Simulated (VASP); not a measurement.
Input of a VASP 6.6.1 run:

File INCAR:

```
SYSTEM = NaCl
PREC     = Accurate       ! precision mode
ENCUT    = 520            ! plane-wave cutoff, eV
EDIFF    = 1E-6           ! SCF threshold, eV
ISMEAR   = 0              ! smearing method
SIGMA    = 0.01           ! smearing width, eV
LREAL    = .FALSE.        ! projectors in reciprocal space
LASPH    = .TRUE.         ! aspherical terms in the spheres
NELM     = 100            ! most SCF steps
ALGO     = Normal         ! electronic algorithm
ISIF     = 2              ! what is computed and relaxed
LWAVE    = .FALSE.        ! write WAVECAR
LCHARG   = .FALSE.        ! write CHGCAR
GGA      = PE             ! functional
NBANDS   = 14             ! bands
```

File KPOINTS:

```
regular mesh
0
G
  4 4 4
  0 0 0
```

Contents of POSCAR:

```
NaCl
1.0
   -0.0070067471      2.8026988391      2.8026988391
    2.8026988391     -0.0070067471      2.8026988391
    2.7956920920      2.7956920920      0.0000000000
Na Cl
1 1
Direct
    0.0000000000      0.0000000000      0.0000000000
    0.5000000000      0.5000000000      0.5000000000
```

Potentials or basis: VASP PAW PBE potentials, release 64 (Na_pv, Cl).

Launch:

```console
$ cat potpaw_PBE.64/Na_pv/POTCAR potpaw_PBE.64/Cl/POTCAR > POTCAR
$ mpirun -np 1 vasp_std > vasp.out
```

Question: Estimate the band gap on the k mesh.

Answer: 5.17 eV.

Question: What does it give for the pressure?

Answer: 1.3 GPa.

Stress tensor (GPa, compression positive):
```
1.27 0.06 0.00
0.06 1.27 0.00
0.00 0.00 1.27
```

Caveat: the k points lie up to 0.49 Å⁻¹ apart; the cell differs from its parent crystal (shear xy strain -0.5%).
